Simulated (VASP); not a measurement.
# WS2 (R3m) in VASP: further runs

The runs below take WS2 through single point, with PBE+D3(BJ).

Program: VASP 6.6.1. These are calculated values, not measurements. Logs are shortened: lines on timing, memory, paths and dates and some standing lists are left out, and cuts for length are marked.

## 1. The cell of the first run

The structure is trigonal, space group R3m (No. 160). The conventional cell has a = 3.333 Å, b = 3.333 Å, c = 16.258 Å, α = 90.00°, β = 90.00°, γ = 120.00°. Within 3.2 Å of W (site symmetry 3m) lie 6 S at 2.39 Å. Within 3.4 Å of S (site symmetry 3m) lie 3 W at 2.39 Å and 10 S at 2.82 to 3.33 Å. S (site symmetry 3m) has 3 W at 2.39 Å and 10 S at 2.82 to 3.33 Å within 3.4 Å.

## 2. Single point, PBE+D3(BJ)

INCAR reads:

```
ALGO     = Normal         # electronic algorithm
EDIFF    = 1E-6           # SCF threshold, eV
ENCUT    = 520            # plane-wave cutoff, eV
GGA      = PE             # functional
ISIF     = 2              # what is computed and relaxed
ISMEAR   = 0              # smearing method
IVDW     = 12             # dispersion correction
LASPH    = T              # aspherical terms in the spheres
LCHARG   = F              # write CHGCAR
LREAL    = F              # projectors in reciprocal space
LWAVE    = F              # write WAVECAR
NBANDS   = 20             # bands
NELM     = 80             # most SCF steps
PREC     = Accurate       # precision mode
SIGMA    = 0.05           # smearing width, eV
```

KPOINTS reads:

```
k-points
0
Gamma
  12 12 12
```

POSCAR reads:

```
WS2
1.0
    1.6664778837      0.9621414548      5.4191726505
   -1.6664778837      0.9621414548      5.4191726505
    0.0000000000     -1.9242829095      5.4191726505
W S
1 2
Direct
    0.9993445368      0.9993445368      0.9993445368
    0.7527776226      0.7527776226      0.7527776226
    0.5791778407      0.5791778407      0.5791778407
```

Potentials or basis: VASP PAW PBE potentials, release 64 (W_sv, S).

Started as:

```
cat potpaw_PBE.64/W_sv/POTCAR potpaw_PBE.64/S/POTCAR > POTCAR
mpirun -np 1 vasp_std > vasp.out
```

OUTCAR:

```text
EDIFF = 1E-6
   ENCUT = 520
   GGA = PE
   ISIF = 2
   ISMEAR = 0
   IVDW = 12
   LASPH = T
   LREAL = F
   NELM = 80
   PREC = Accurate
 IVDW          = 12

 ion  position               nearest neighbor table
   1  0.999  0.999  0.999-   2 2.39   2 2.39   2 2.39   3 2.39   3 2.39   3 2.39
   2  0.753  0.753  0.753-   1 2.39   1 2.39   1 2.39
   3  0.579  0.579  0.579-   1 2.39   1 2.39   1 2.39

  LATTYP: Found a trigonal (rhomboedric) cell.
 ALAT       =     5.7506779541
 COS(alpha) =     0.8320457453

  Lattice vectors:

 A1 = (   1.6664778837,   0.9621414548,   5.4191726505)
 A2 = (  -1.6664778837,   0.9621414548,   5.4191726505)
 A3 = (   0.0000000000,  -1.9242829095,   5.4191726505)

Analysis of symmetry for initial positions (statically):
=====================================================================
 Subroutine PRICEL returns:
 Original cell was already a primitive cell.

 Routine SETGRP: Setting up the symmetry group for a
 trigonal (rhombohedral) supercell.

 Subroutine GETGRP returns: Found  6 space group operations
 (whereof  6 operations were pure point group operations)
 out of a pool of 12 trial point group operations.

The static configuration has the point symmetry C_3v.

Analysis of symmetry for dynamics (positions and initial velocities):
=====================================================================
 Subroutine PRICEL returns:
 Original cell was already a primitive cell.

 Routine SETGRP: Setting up the symmetry group for a
 trigonal (rhombohedral) supercell.

 Subroutine GETGRP returns: Found  6 space group operations
 (whereof  6 operations were pure point group operations)
 out of a pool of 12 trial point group operations.

The dynamic configuration has the point symmetry C_3v.

 Subroutine INISYM returns: Found  6 space group operations
 (whereof  6 operations are pure point group operations),
 and found     1 'primitive' translations

----------------------------------------------------------------------------------------

                                     Primitive cell

  volume of cell :      52.1342

  direct lattice vectors                    reciprocal lattice vectors
     1.666477884  0.962141455  5.419172651     0.300033985  0.173224702  0.061510004
    -1.666477884  0.962141455  5.419172651    -0.300033985  0.173224702  0.061510004
     0.000000000 -1.924282910  5.419172651     0.000000000 -0.346449404  0.061510004

  length of vectors
     5.750677954  5.750677954  5.750677954     0.351867404  0.351867404  0.351867404

  position of ions in fractional coordinates (direct lattice)
     0.999344537  0.999344537  0.999344537
     0.752777623  0.752777623  0.752777623
     0.579177841  0.579177841  0.579177841

  ion indices of the primitive-cell ions
   primitive index   ion index
                 1           1
                 2           2
                 3           3

----------------------------------------------------------------------------------------

 KPOINTS: k-points

Automatic generation of k-mesh.
 Grid dimensions read from file:
 generate k-points for:   12   12   12

 Generating k-lattice:

  Cartesian coordinates                     Fractional coordinates (reciprocal lattice)
     0.025002832  0.014435392  0.005125834     0.083333333  0.000000000  0.000000000
    -0.025002832  0.014435392  0.005125834     0.000000000  0.083333333  0.000000000
     0.000000000 -0.028870784  0.005125834     0.000000000  0.000000000  0.083333333

  Length of vectors
     0.029322284  0.029322284  0.029322284

  Shift w.r.t. Gamma in fractional coordinates (k-lattice)
     0.000000000  0.000000000  0.000000000

 Subroutine IBZKPT returns following result:
 ===========================================

 Found    189 irreducible k-points:

 Following reciprocal coordinates:
            Coordinates               Weight
  0.000000  0.000000  0.000000      1.000000
  0.083333  0.000000  0.000000      6.000000
  0.166667  0.000000  0.000000      6.000000
  0.250000  0.000000  0.000000      6.000000
  0.333333  0.000000  0.000000      6.000000
  0.416667  0.000000 -0.000000      6.000000
[... 16 lines left out ...]
  0.500000  0.166667  0.000000     12.000000
 -0.416667  0.166667  0.000000     12.000000
 [... further k-points ...]
   k-points           NKPTS =    189   k-points in BZ     NKDIM =    189   number of bands    NBANDS=     20
   number of dos      NEDOS =    301   number of ions     NIONS =      3
   total plane-waves  NPLWV = 110592
   dimension x,y,z NGX =    48 NGY =   48 NGZ =   48
   dimension x,y,z NGXF=    96 NGYF=   96 NGZF=   96
   ions per type =               1   2
   NGX,Y,Z   is equivalent  to a cutoff of  13.88, 13.88, 13.88 a.u.
   NGXF,Y,Z  is equivalent  to a cutoff of  27.75, 27.75, 27.75 a.u.
 SYSTEM =  unknown system
   PREC   = accura    normal or accurate (medium, high low for compatibility)
   ISTART =      0    job   : 0-new  1-cont  2-samecut
   ICHARG =      2    charge: 1-file 2-atom 10-const
   ISPIN  =      1    spin polarized calculation?
   LNONCOLLINEAR =      F non collinear calculations
   LSORBIT =      F    spin-orbit coupling
   LASPH  =      T    aspherical Exc in radial PAW
   ENCUT  =  520.0 eV  38.22 Ry    6.18 a.u.  10.69 10.69 10.69*2*pi/ulx,y,z
   NELM   =     80;   NELMIN=  2; NELMDL= -5     # of ELM steps
   EDIFF  = 0.1E-05   stopping-criterion for ELM
   LREAL  =      F    real-space projection
   EDIFFG = 0.1E-04   stopping-criterion for IOM
   NSW    =      0    number of steps for IOM
   IBRION =     -1    ionic relax: 0-MD 1-quasi-New 2-CG
   NFREE  =      0    steps in history (QN), initial steepest desc. (CG)
   ISIF   =      2    stress and relaxation
   ISYM   =      2    0-nonsym 1-usesym 2-fastsym
   POTIM  = 0.5000    time-step for ionic-motion
   TEBEG  =    0.0;   TEEND  =   0.0 temperature during run
   PSTRESS=    0.0 pullay stress
   NELECT =      26.0000    total number of electrons
   NUPDOWN=      -1.0000    fix difference up-down
   EMIN   =  10.00;   EMAX   =-10.00  energy-range for DOS
   EFERMI =   0.00;   METHOD = LEGACY
   ISMEAR =     0;   SIGMA  =   0.05  broadening in eV -4-tet -1-fermi 0-gaus
   EFERMI_NEDOS =   21; number of points for ismear=-14 and -15
   IALGO  =     38    algorithm
   IMIX   =      4    mixing-type and parameters
     AMIX     =   0.40;   BMIX     =  1.00
     AMIX_MAG =   1.60;   BMIX_MAG =  1.00
  volume/ion in A,a.u.               =      17.38       117.27
  Fermi-wavevector in a.u.,A,eV,Ry     =   1.298250  2.453337 22.931986  1.685453
  Thomas-Fermi vector in A             =   2.429591
   LORBIT       =      0    0 simple, 1 ext, 2 COOP (PROOUT), +10 PAW based schemes
   GGA     = PE    functional components
   LHFCALC =     F    Hartree Fock is set to
   AEXX    =    0.0000 exact exchange contribution
   IVDW    =    12    specifies the selected vdW correction
   LEPSILON=     F    determine dielectric tensor
   LRPA    =     F    only Hartree local field effects (RPA)
 non-spin polarized calculation
 Gauss-broadening in eV      SIGMA  =   0.05
  energy-cutoff  :      520.00
  volume of cell :       52.13
 maximum number of plane-waves:      1437
 NGX is ok and might be reduce to    48

 number of electron      26.0000000 magnetization

 Free energy of the ion-electron system (eV)
  ---------------------------------------------------
  ext. energy  EPLUGINS =         0.00000000
  ---------------------------------------------------
  free energy    TOTEN  =       -23.07240308 eV

  energy without entropy =      -23.07181220  energy(sigma->0) =      -23.07210764

 E-fermi :   8.1714     XC(G=0): -11.1229

 val. band max:        8.1685968763   @ k =   0.4167   0.4167   0.3333
 cond. band min:       8.1737296831   @ k =   0.3333   0.3333   0.2500
 fundamental gap:      0.0051328068
 Fermi energy:         8.1713655142

 k-point     1 :       0.0000    0.0000    0.0000
  band No.  band energies     occupation
      1     -66.8918      2.00000
      2     -31.0978      2.00000
      3     -31.0978      2.00000
      4     -31.0635      2.00000
      5      -7.9911      2.00000
      6      -5.1018      2.00000
[... 12 lines left out ...]
     19      14.7847      0.00000
     20      17.2076      0.00000

 k-point     2 :       0.0833    0.0000    0.0000
  band No.  band energies     occupation
      1     -66.8912      2.00000
      2     -31.1130      2.00000
      3     -31.1014      2.00000
      4     -31.0608      2.00000
      5      -7.8888      2.00000
      6      -5.1026      2.00000
[... 12 lines left out ...]
     19      15.1900      0.00000
     20      16.9111      0.00000

 k-point     3 :       0.1667    0.0000    0.0000
  band No.  band energies     occupation
      1     -66.8895      2.00000
      2     -31.1543      2.00000
      3     -31.1109      2.00000
      4     -31.0534      2.00000
      5      -7.5984      2.00000
      6      -5.1027      2.00000
[... 12 lines left out ...]
     19      15.7056      0.00000
     20      16.6442      0.00000

 k-point     4 :       0.2500    0.0000    0.0000
  band No.  band energies     occupation
      1     -66.8873      2.00000
      2     -31.2101      2.00000
      3     -31.1240      2.00000
      4     -31.0433      2.00000
      5      -7.1700      2.00000
      6      -5.0989      2.00000
[... 429 lines left out ...]
 k-point    23 :       0.5000    0.1667    0.0000
  band No.  band energies     occupation
      1     -66.8828      2.00000
      2     -31.2927      2.00000
      3     -31.1780      2.00000
      4     -31.0231      2.00000
      5      -6.1164      2.00000
      6      -5.1271      2.00000
[... 12 lines left out ...]
     19      15.6421      0.00000
     20      16.4797      0.00000

 k-point    24 :      -0.4167    0.1667    0.0000
  band No.  band energies     occupation
      1     -66.8823      2.00000
      2     -31.3024      2.00000
      3     -31.1840      2.00000
      4     -31.0208      2.00000
      5      -6.0012      2.00000
      6      -5.0898      2.00000
[... 12 lines left out ...]
     19      15.5898      0.00000
     20      16.5696      0.00000

 [... further k-points ...]

------------------------ aborting loop because EDIFF is reached ----------------------------------------

 Edisp (eV)   -1.31563

 E8    (eV) :    -0.5542

  FORCE on cell =-STRESS in cart. coord.  units (eV):
  Direction    XX          YY          ZZ          XY          YZ          ZX
  --------------------------------------------------------------------------------------
  -------------------------------------------------------------------------------------
  Total      -2.38383    -2.38383     6.63031     0.00000     0.00000     0.00000
  in kB     -73.25943   -73.25943   203.76120     0.00000     0.00000     0.00000
  external pressure =       19.08 kB  Pullay stress =        0.00 kB

 VOLUME and BASIS-vectors are now :
 -----------------------------------------------------------------------------
  energy-cutoff  :      520.00
  volume of cell :       52.13
      direct lattice vectors                 reciprocal lattice vectors
     1.666477884  0.962141455  5.419172651     0.300033985  0.173224702  0.061510004
    -1.666477884  0.962141455  5.419172651    -0.300033985  0.173224702  0.061510004
     0.000000000 -1.924282910  5.419172651     0.000000000 -0.346449404  0.061510004

 POSITION                                       TOTAL-FORCE (eV/Angst)
 -----------------------------------------------------------------------------------
      0.00000      0.00000     16.24686         0.000000      0.000000      0.009844
      0.00000      0.00000     12.23830         0.000000      0.000000      1.905438
      0.00000      0.00000      9.41599         0.000000     -0.000000     -1.915282
 -----------------------------------------------------------------------------------
    total drift:                               -0.000000     -0.000000     -0.000087

  FREE ENERGIE OF THE ION-ELECTRON SYSTEM (eV)
  ---------------------------------------------------
  free  energy   TOTEN  =       -24.3880363384 eV

  energy  without entropy=      -24.3874454555  energy(sigma->0) =      -24.38774090
```

Run time: 5.1 min. Hardware: 1 thread of AMD EPYC 9R45 (Zen 5), shared host; peak memory 0.41 GiB.

What came out:

- Free energy: -24.3880 eV
- Pressure: 1.9 GPa
- Largest force: 1.915 eV/Å
- Band gap on the k mesh: zero (bands 13 and 14 overlap by 0.59 eV)
- Dispersion energy per atom: -0.439 eV

Forces on the atoms (eV/Å):
```
W    0.000  0.000  0.010
S    0.000  0.000  1.905
S    0.000  0.000 -1.915
```

Caveat: spin-orbit coupling is left out, which moves the levels of the heavy elements; forces of over 1 eV/Å act on the atoms, so gaps and moduli don't describe the material at rest.

## 3. Single point, PBE+D3(BJ)

This run uses another cell than the first one, of the same volume but with other edges.

INCAR reads:

```
PREC = Accurate ; ENCUT = 520
EDIFF = 1E-7 ; ISMEAR = 0
SIGMA = 0.05 ; LREAL = F
LASPH = T ; NELM = 80
ALGO = Normal ; ISIF = 2
LWAVE = F ; LCHARG = T
GGA = PE ; IVDW = 12
LELF = T ; LVHAR = T
NBANDS = 20
```

KPOINTS reads:

```
Automatic mesh
0
Gamma
  12 12 12
```

POSCAR reads:

```
WS2
1.0
    1.7004969891      0.9817823944      5.2045161640
   -1.7004969891      0.9817823944      5.2045161640
    0.0000000000     -1.9635647888      5.2045161640
W S
1 2
Direct
    0.9993445368      0.9993445368      0.9993445368
    0.7527776226      0.7527776226      0.7527776226
    0.5791778407      0.5791778407      0.5791778407
```

Potentials or basis: VASP PAW PBE potentials, release 64 (W_sv, S).

Started as:

```
cat potpaw_PBE.64/W_sv/POTCAR potpaw_PBE.64/S/POTCAR > POTCAR
mpirun -np 1 vasp_std > vasp.out
```

Wall time 4 min (1 thread of AMD EPYC 9R45 (Zen 5), shared host); peak memory 0.34 GiB.

It converged, with:

* Free energy: -23.9725 eV
* Pressure: 2.4 GPa
* Largest force: 2.437 eV/Å
* Band gap on the k mesh: zero (bands 13 and 14 overlap by 0.95 eV)
* Dispersion energy per atom: -0.439 eV

Forces in eV/Å, atoms in the order of the input:
```
W    0.000  0.000  0.110
S    0.000  0.000  2.328
S    0.000  0.000 -2.437
```

Stress tensor (GPa, compression positive):
```
-9.30  0.00  0.00
 0.00 -9.30  0.00
 0.00  0.00 25.65
```

Levels at points of the mesh, in eV from the Fermi level:
| k point | band 11 | band 12 | band 13 | band 14 | band 15 | band 16 |
| --- | --- | --- | --- | --- | --- | --- |
| (0.00, 0.00, 0.00) | -3.56 | -0.01 | 0.44 | 1.37 | 1.37 | 2.59 |
| (0.50, 0.00, 0.00) | -3.13 | -1.85 | -1.35 | 1.04 | 1.10 | 3.33 |
| (0.50, 0.50, 0.00) | -3.62 | -2.48 | -1.72 | 0.89 | 1.05 | 2.94 |
| (0.50, 0.50, 0.50) | -3.39 | -3.06 | 0.54 | 1.65 | 1.65 | 2.11 |

Caveat: spin-orbit coupling is left out, which moves the levels of the heavy elements; forces of over 1 eV/Å act on the atoms, so gaps and moduli don't describe the material at rest.

## 4. Single point, PBE+D3(BJ)

This run uses another cell than the first one, of the same volume but with other edges.

INCAR reads:

```
  ALGO = Normal
  EDIFF = 1E-6
  ENCUT = 520
  GGA = PE
  ISIF = 2
  ISMEAR = 0
  IVDW = 12
  LASPH = True
  LCHARG = False
  LREAL = False
  LWAVE = False
  NBANDS = 20
  NELM = 100
  PREC = Accurate
  SIGMA = 0.05
```

KPOINTS reads:

```
k-points
0
Gamma
  12 12 12
```

POSCAR reads:

```
WS2
1.0
    1.4464099883      0.8350851961      7.1936494712
   -1.4464099883      0.8350851961      7.1936494712
    0.0000000000     -1.6701703922      7.1936494712
W S
1 2
Direct
    0.9993445368      0.9993445368      0.9993445368
    0.7527776226      0.7527776226      0.7527776226
    0.5791778407      0.5791778407      0.5791778407
```

Started as:

```
cat potpaw_PBE.64/W_sv/POTCAR potpaw_PBE.64/S/POTCAR > POTCAR
mpirun -np 1 vasp_std > vasp.out
```

Wall time 8.7 min (1 thread of AMD EPYC 9R45 (Zen 5), shared host); peak memory 0.5 GiB.

It converged, with:

```
Free energy                : -23.3411 eV
Pressure                   : 0.3 GPa
Largest force              : 2.963 eV/Å
Band gap on the k mesh     : zero (bands 13 and 14 overlap by 0.07 eV)
Dispersion energy per atom : -0.435 eV
```

Forces on the atoms (eV/Å):
```
W    0.000  0.000 -0.007
S    0.000  0.000 -2.956
S    0.000  0.000  2.963
```

Stress tensor (GPa, compression positive):
```
 18.88   0.00   0.00
  0.00  18.88   0.00
  0.00   0.00 -36.98
```

Levels at points of the mesh, in eV from the Fermi level:
| k point | band 10 | band 11 | band 12 | band 13 | band 14 | band 15 | band 16 | band 17 |
| --- | --- | --- | --- | --- | --- | --- | --- | --- |
| (0.00, 0.00, 0.00) | -1.69 | -1.69 | 0.00 | 0.00 | 2.78 | 2.78 | 3.26 | 3.26 |
| (0.50, 0.00, 0.00) | -3.61 | -2.39 | -1.98 | -0.32 | 1.94 | 3.09 | 3.64 | 4.22 |
| (0.50, 0.50, 0.00) | -3.90 | -2.36 | -1.75 | -0.41 | 2.20 | 2.75 | 3.80 | 4.21 |
| (0.50, 0.50, 0.50) | -1.70 | -1.70 | 0.02 | 0.02 | 2.74 | 2.74 | 3.29 | 3.29 |

Caveat: spin-orbit coupling is left out, which moves the levels of the heavy elements; forces of over 1 eV/Å act on the atoms, so gaps and moduli don't describe the material at rest.

(Part 1 of 2 ends here.)
